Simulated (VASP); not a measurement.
# Y3LuO2 (R-3m) in VASP: a series of runs, part 2 of 2

VASP 6.6.1. The steps go on from the part before.

### 4 Single point, PBE

This run uses another cell than the first one: it holds 12 atoms, not 6.

File INCAR:

```
PREC     = Accurate       # precision mode
ENCUT    = 520            # plane-wave cutoff, eV
EDIFF    = 1E-6           # SCF threshold, eV
ISMEAR   = 0              # smearing method
SIGMA    = 0.2            # smearing width, eV
LREAL    = False          # projectors in reciprocal space
LASPH    = True           # aspherical terms in the spheres
NELM     = 60             # most SCF steps
ALGO     = Normal         # electronic algorithm
ISIF     = 2              # what is computed and relaxed
LWAVE    = False          # write WAVECAR
LCHARG   = False          # write CHGCAR
GGA      = PE             # functional
NBANDS   = 82             # bands
```

File KPOINTS:

```
Automatic mesh
0
Gamma
  4 4 2
```

File POSCAR:

```
Y3LuO2
1.0
   -3.6741592190     -2.1212768141     -2.9960746920
    0.0000000000      4.2425536282     -2.9960746920
    7.3483184379     -4.2425536282     -5.9921493841
Y Lu O
6 2 4
Direct
    0.5000000000      0.0000000000      0.7500000000
    0.5000000000      0.0000000000      0.2500000000
    1.0000000000      0.5000000000      0.7500000000
    1.0000000000      0.5000000000      0.2500000000
    0.5000000000      0.5000000000      1.0000000000
    0.5000000000      0.5000000000      0.5000000000
    1.0000000000      1.0000000000      1.0000000000
    1.0000000000      0.0000000000      0.5000000000
    0.2450739537      0.2450739537      0.6225369768
    0.2450739537      0.2450739537      0.1225369768
    0.7549260463      0.7549260463      0.8774630232
    0.7549260463      0.7549260463      0.3774630232
```

Potentials or basis: VASP PAW PBE potentials, release 64 (Y_sv, Lu, O).

Run with:

```sh
> cat potpaw_PBE.64/Y_sv/POTCAR potpaw_PBE.64/Lu/POTCAR potpaw_PBE.64/O/POTCAR > POTCAR
> mpirun -np 1 vasp_std > vasp.out
```

OUTCAR:

```text
PREC = Accurate
   ENCUT = 520
   EDIFF = 1E-6
   ISMEAR = 0
   LREAL = False
   LASPH = True
   NELM = 60
   ISIF = 2
   GGA = PE

 ion  position               nearest neighbor table
   1  0.500  0.000  0.750-   9 2.26  11 2.26   3 3.67   3 3.67   8 3.67   7 3.67   5 3.67   6 3.67
                             5 3.67   6 3.67   3 3.67   3 3.67   8 3.67   7 3.67
   2  0.500  0.000  0.250-  10 2.26  12 2.26   4 3.67   4 3.67   7 3.67   8 3.67   6 3.67   5 3.67
                             5 3.67   6 3.67   4 3.67   4 3.67   8 3.67   7 3.67
   3  0.000  0.500  0.750-   9 2.26  11 2.26   1 3.67   1 3.67   6 3.67   5 3.67   7 3.67   8 3.67
                             7 3.67   8 3.67   1 3.67   1 3.67   6 3.67   5 3.67
   4  0.000  0.500  0.250-  10 2.26  12 2.26   2 3.67   2 3.67   5 3.67   6 3.67   8 3.67   7 3.67
                             7 3.67   8 3.67   2 3.67   2 3.67   6 3.67   5 3.67
   5  0.500  0.500  0.000-  10 2.26  11 2.26   7 3.67   7 3.67   3 3.67   4 3.67   2 3.67   1 3.67
                             1 3.67   2 3.67   7 3.67   7 3.67   3 3.67   4 3.67
   6  0.500  0.500  0.500-   9 2.26  12 2.26   8 3.67   8 3.67   4 3.67   3 3.67   1 3.67   2 3.67
[... 1433 lines left out ...]

  FORCE on cell =-STRESS in cart. coord.  units (eV):
  Direction    XX          YY          ZZ          XY          YZ          ZX
  --------------------------------------------------------------------------------------
  -------------------------------------------------------------------------------------
  Total       -0.2161946     -0.2161598      0.4575000      0.0000302      0.0000294     -0.0000509
  in kB       -1.2361361     -1.2359367      2.6158479      0.0001727      0.0001682     -0.0002908
  external PRESSURE =       0.0479250 kB  Pullay stress =       0.0000000 kB

 VOLUME and BASIS-vectors are now :
 -----------------------------------------------------------------------------
  energy-cutoff  :      520.00
  volume of cell :      280.21
      direct lattice vectors                 reciprocal lattice vectors
    -3.674159219 -2.121276814 -2.996074692    -0.136085556 -0.078569032 -0.111256683
     0.000000000  4.242553628 -2.996074692    -0.000000000  0.157138065 -0.111256683
     7.348318438 -4.242553628 -5.992149384     0.068042778 -0.039284516 -0.055628342

 POSITION                                       TOTAL-FORCE (eV/Angst)
 -----------------------------------------------------------------------------------
      3.67416     -4.24255     -5.99215        -0.000000     -0.000000     -0.000000
     -0.00000     -2.12128     -2.99607         0.000000      0.000000      0.000000
      5.51124     -1.06064     -5.99215         0.000000     -0.000000     -0.000000
      1.83708      1.06064     -2.99607         0.000000      0.000000      0.000000
     -1.83708      1.06064     -2.99607         0.000000     -0.000000      0.000000
      1.83708     -1.06064     -5.99215        -0.000000      0.000000      0.000000
      0.00000      0.00000      0.00000         0.000000      0.000000      0.000000
      3.67416     -2.12128     -2.99607        -0.000000     -0.000000      0.000000
      3.67416     -2.12128     -5.19885        -0.000004      0.000002     -0.071321
     -0.00000      0.00000     -2.20278        -0.000004      0.000002     -0.071321
      3.67416     -2.12128     -9.78152         0.000004     -0.000002      0.071321
      0.00000     -0.00000     -6.78544         0.000004     -0.000002      0.071321
 -----------------------------------------------------------------------------------
    total drift:                                0.000000     -0.000000     -0.000000

  FREE ENERGIE OF THE ION-ELECTRON SYSTEM (eV)
  ---------------------------------------------------
  free  energy   TOTEN  =       -90.0246600449 eV

  energy  without entropy=      -89.8426757783  energy(sigma->0) =      -89.93366791
```

OSZICAR:

```text
N       E                     dE             d eps       ncg     rms          rms(c)
DAV:   1     0.152280752529E+04    0.15228E+04   -0.59557E+04  3740   0.399E+03
DAV:   2     0.220022274171E+03   -0.13028E+04   -0.12363E+04  3104   0.912E+02
DAV:   3    -0.572694295838E+02   -0.27729E+03   -0.26609E+03  2800   0.227E+02
DAV:   4    -0.998676269176E+02   -0.42598E+02   -0.41265E+02  3214   0.701E+01
DAV:   5    -0.103495790326E+03   -0.36282E+01   -0.35904E+01  3912   0.186E+01    0.592E+01
DAV:   6    -0.897722695437E+02    0.13724E+02   -0.84625E+01  3416   0.345E+01    0.554E+01
DAV:   7    -0.900890135097E+02   -0.31674E+00   -0.10392E+01  3472   0.153E+01    0.334E+01
DAV:   8    -0.901539100358E+02   -0.64897E-01   -0.34708E+00  3270   0.974E+00    0.416E+00
DAV:   9    -0.900073651616E+02    0.14654E+00   -0.97445E-01  3696   0.978E+00    0.110E+00
DAV:  10    -0.900244883028E+02   -0.17123E-01   -0.24259E-01  3174   0.277E+00    0.899E-01
DAV:  11    -0.900246457373E+02   -0.15743E-03   -0.22544E-02  3528   0.569E-01    0.275E-01
DAV:  12    -0.900248208867E+02   -0.17515E-03   -0.29544E-03  3176   0.680E-01    0.314E-01
DAV:  13    -0.900246355220E+02    0.18536E-03   -0.12314E-03  3544   0.420E-01    0.376E-02
DAV:  14    -0.900246544340E+02   -0.18912E-04   -0.24110E-04  3408   0.128E-01    0.224E-02
DAV:  15    -0.900246602885E+02   -0.58544E-05   -0.42919E-05  2904   0.307E-02    0.905E-03
DAV:  16    -0.900246600449E+02    0.24362E-06   -0.37048E-06  2320   0.316E-02
   1 F= -.90024660E+02 E0= -.89933668E+02  d E =-.181984E+00
```

Run time: 6 min. Hardware: 1 thread of Intel Xeon 6975P-C (Granite Rapids), shared host; peak memory 0.49 GiB.

Results:

```yaml
Free_energy: -90.0247 eV
Pressure: 0.0 GPa
Largest_force: 0.071 eV/Å
Band_gap_on_the_k_mesh: zero (band 70 reaches 4.01 eV, above the bottom of band 71 at 3.08 eV)
```

Forces in eV/Å, atoms in the order of the input:
```
Y    0.000  0.000  0.000
Y    0.000  0.000  0.000
Y    0.000  0.000  0.000
Y    0.000  0.000  0.000
Y    0.000  0.000  0.000
Y    0.000  0.000  0.000
Lu   0.000  0.000  0.000
Lu   0.000  0.000  0.000
O    0.000  0.000 -0.071
O    0.000  0.000 -0.071
O    0.000  0.000  0.071
O    0.000  0.000  0.071
```

Levels at points of the mesh, in eV from the Fermi level:
| k point | band 68 | band 69 | band 70 | band 71 | band 72 | band 73 |
| --- | --- | --- | --- | --- | --- | --- |
| (0.00, 0.00, 0.00) | -0.78 | -0.56 | -0.56 | 0.02 | 0.21 | 0.42 |
| (0.50, 0.00, 0.00) | -0.95 | 0.02 | 0.21 | 0.42 | 0.53 | 0.64 |
| (0.50, 0.50, 0.00) | -0.95 | -0.95 | 0.69 | 0.82 | 0.92 | 0.99 |
| (0.00, 0.00, 0.50) | -0.55 | -0.35 | -0.35 | -0.25 | -0.25 | -0.09 |
| (0.50, 0.00, 0.50) | -0.34 | -0.16 | -0.16 | 0.44 | 0.44 | 0.52 |
| (0.50, 0.50, 0.50) | -1.43 | 0.23 | 0.23 | 0.89 | 0.89 | 0.91 |

Caveat: spin-orbit coupling is left out, which moves the levels of the heavy elements.

### 5 Summary

| task | cell | k mesh | cutoff (eV) | smearing | gap on the mesh (eV) | pressure (GPa) | largest force (eV/Å) |
| --- | --- | --- | --- | --- | --- | --- | --- |
| relaxation of cell and atoms | relaxed from a = 5.138 Å, angles 81.0°, 6 atoms | 3 × 3 × 3 | 600 | gaussian 0.1 eV | none | -0.1 | 0.02 |
| single point | a = 5.194 Å, 6 atoms | 6 × 6 × 6 | 520 | gaussian 0.1 eV | none | 0.1 | 0.08 |
| single point | a = 5.194, b = 5.194, c = 10.388 Å, 12 atoms | 4 × 4 × 2 | 520 | gaussian 0.2 eV | none | 0.0 | 0.07 |

Alike in all rows: level PBE; potentials or basis VASP PAW PBE potentials, release 64 (Y_sv, Lu, O); no spin polarisation.

Caveats: some runs use coarse meshes; spin-orbit coupling is left out, which moves the levels of the heavy elements.

Absolute energies hang on the potentials; compare differences alone.
